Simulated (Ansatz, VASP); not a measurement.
# One calculation of Al, two programs

```xyz
1
Lattice="-1.5127 1.5127 1.6301 1.5127 -1.5127 1.6301 1.5127 1.5127 -1.6301" Properties=species:S:1:pos:R:3 pbc="T T T"
Al    0.0000    0.0000    0.0000
```

Alike in both runs: task single point; functional LDA; k mesh 22 × 22 × 22; occupations gaussian, width 0.15 eV; no spin polarisation.

|  | VASP | Ansatz |
| --- | --- | --- |
| version | VASP 6.6.1 | Ansatz 0.2.0 |
| potentials or method | VASP PAW LDA potentials, release 64 (Al), cutoff 520 eV | scalar-relativistic, plane waves, PAW |
| valence electrons in the cell | 3 | 3 |

```tsv
	VASP	Ansatz	Ansatz less VASP
gap on the k mesh at the Fermi level (eV)	none	none	-
pressure (GPa)	7.4	7.3	-0.12
traceless stress, the component that is largest in VASP (GPa)	2.63	2.61	-0.021
```

LDA's correlation is that of Perdew and Zunger in VASP and of Perdew and Wang (1992) in Ansatz. A gap of «none» marks a metal or a gap that the smearing closes.
